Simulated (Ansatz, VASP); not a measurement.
# Two plane-wave programs on Ag2O

Contents of INCAR:

```
ALGO     = Normal         # electronic algorithm
EDIFF    = 1E-7           # SCF threshold, eV
EDIFFG   = -0.001         # ionic threshold
ENCUT    = 600            # plane-wave cutoff, eV
GGA      = PE             # functional
GGA_COMPAT= F            
IBRION   = 2              # ionic algorithm
ISIF     = 3              # what is computed and relaxed
ISMEAR   = 0              # smearing method
LASPH    = T              # aspherical terms in the spheres
LCHARG   = F              # write CHGCAR
LREAL    = F              # projectors in reciprocal space
LWAVE    = F              # write WAVECAR
NELM     = 120            # most SCF steps
NELMIN   = 4            
NSW      = 80             # ionic steps
PREC     = Accurate       # precision mode
SIGMA    = 0.1            # smearing width, eV
```

File KPOINTS:

```
k-points
0
Gamma
  6 6 6
```

Contents of POSCAR:

```
Ag2O
1.0
    4.8115203389      0.0000000000      0.0000000000
    0.0000000000      4.8115203389      0.0000000000
    0.0000000000      0.0000000000      4.8115203389
Ag O
4 2
Direct
    0.7500000000      0.7500000000      0.7500000000
    0.2500000000      0.2500000000      0.7500000000
    0.2500000000      0.7500000000      0.2500000000
    0.7500000000      0.2500000000      0.2500000000
    0.0000000000      0.0000000000      0.0000000000
    0.5000000000      0.5000000000      0.5000000000
```

Input for Ansatz:

```yaml
crystal:
  lattice:
    - [4.8115203389, 0.0, 0.0]
    - [0.0, 4.8115203389, 0.0]
    - [0.0, 0.0, 4.8115203389]
  atoms:
    - { symbol: Ag, position: [0.75, 0.75, 0.75] }
    - { symbol: Ag, position: [0.25, 0.25, 0.75] }
    - { symbol: Ag, position: [0.25, 0.75, 0.25] }
    - { symbol: Ag, position: [0.75, 0.25, 0.25] }
    - { symbol: O, position: [0.0, 0.0, 0.0] }
    - { symbol: O, position: [0.5, 0.5, 0.5] }
basis:
  ecutwfc: 420
kpoints:
  mp_grid: { grid: [6, 6, 6] }
hamiltonian:
  xc: pbe
scf:
  occupations: { method: gaussian, width: 0.1 }
output:
  forces: true
  stress: true
  eigenvalues: true
relax:
  adjacent_minimum: "off"
  f_tol: 0.001
  max_steps: 60
  cell: { stress_tol: 0.01 }
```

Alike in both runs: task relaxation of cell and atoms; functional PBE; k mesh 6 × 6 × 6; occupations gaussian, width 0.1 eV; no spin polarisation.

```csv
,VASP,Ansatz
version,VASP 6.6.1,Ansatz 0.2.0
potentials or method,"VASP PAW PBE potentials, release 64 (Ag, O), cutoff 600 eV","scalar-relativistic, plane waves, PAW"
valence electrons in the cell,56,88
```

Ansatz gave:

```
gap on the k mesh at the Fermi level, each at its own relaxed structure (eV) : none
relaxed volume (Å³/atom)                                                     : 18.57
relaxed cell length with the largest relative difference (Å)                 : 4.812
```

Q: Estimate VASP's values.

A: gap on the k mesh at the Fermi level, each at its own relaxed structure (eV): none; relaxed volume (Å³/atom): 18.53; relaxed cell length with the largest relative difference (Å): 4.809.

A gap of «none» marks a metal or a gap that the smearing closes. VASP's potentials hold 56 valence electrons a cell and Ansatz's 88, so a difference there can come from the potentials and not from the codes.
